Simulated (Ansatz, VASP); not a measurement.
# One calculation of MgO2, two programs

The input INCAR:

```
SYSTEM = MgO2
PREC = Accurate
ENCUT = 750
EDIFF = 1E-6
ISMEAR = 1
SIGMA = 0.5
LREAL = .FALSE.
LASPH = .TRUE.
NELM = 120
ALGO = Normal
ISIF = 2
LWAVE = .FALSE.
LCHARG = .FALSE.
GGA = PS
NBANDS = 18
GGA_COMPAT = .FALSE.
```

File KPOINTS:

```
regular mesh
0
G
  6 6 6
  0 0 0
```

The input POSCAR:

```
MgO2
1.0
    1.5784791300      0.9113353506      3.4618981106
   -1.5784791300      0.9113353506      3.4618981106
    0.0000000000     -1.8226707012      3.4618981106
Mg O
1 2
Direct
    0.0000000000      0.0000000000      0.0000000000
    0.4291159763      0.4291159763      0.4291159763
    0.5708840237      0.5708840237      0.5708840237
```

Input for Ansatz:

```yaml
crystal:
  lattice:
    - [1.57847913, 0.9113353506, 3.4618981106]
    - [-1.57847913, 0.9113353506, 3.4618981106]
    - [0.0, -1.8226707012, 3.4618981106]
  atoms:
    - { symbol: Mg, position: [0.0, 0.0, 0.0] }
    - { symbol: O, position: [0.4291159763, 0.4291159763, 0.4291159763] }
    - { symbol: O, position: [0.5708840237, 0.5708840237, 0.5708840237] }
kpoints:
  mp_grid: { grid: [6, 6, 6] }
hamiltonian:
  xc: pbesol
scf:
  occupations: { method: methfessel_paxton, width: 0.5 }
  n_extra_bands: 4
output:
  forces: true
  stress: true
  eigenvalues: true
```

Alike in both runs: task single point; functional PBEsol; k mesh 6 × 6 × 6; occupations methfessel-paxton of order 1, width 0.5 eV; no spin polarisation.

|  | VASP | Ansatz |
| --- | --- | --- |
| version | VASP 6.6.1 | Ansatz 0.2.0 |
| potentials or method | VASP PAW PBE potentials, release 64 (Mg_sv, O) | plane waves |
| plane-wave cutoff (eV) | 750 | 420 |
| valence electrons in the cell | 22 | 22 |

|  | VASP | Ansatz | Ansatz less VASP |
| --- | --- | --- | --- |
| pressure (GPa) | 0.3 | 0.5 | +0.11 |
| traceless stress, the component that is largest in VASP (GPa) | -0.22 | -1.11 | -0.887 |
| rms of the force components (eV/Å) | 0.015 | 0.047 | +0.0319 |

VASP's potentials were made for PBE, not for PBEsol. Atom by atom the forces differ by 0.062 eV/Å (rms over components).
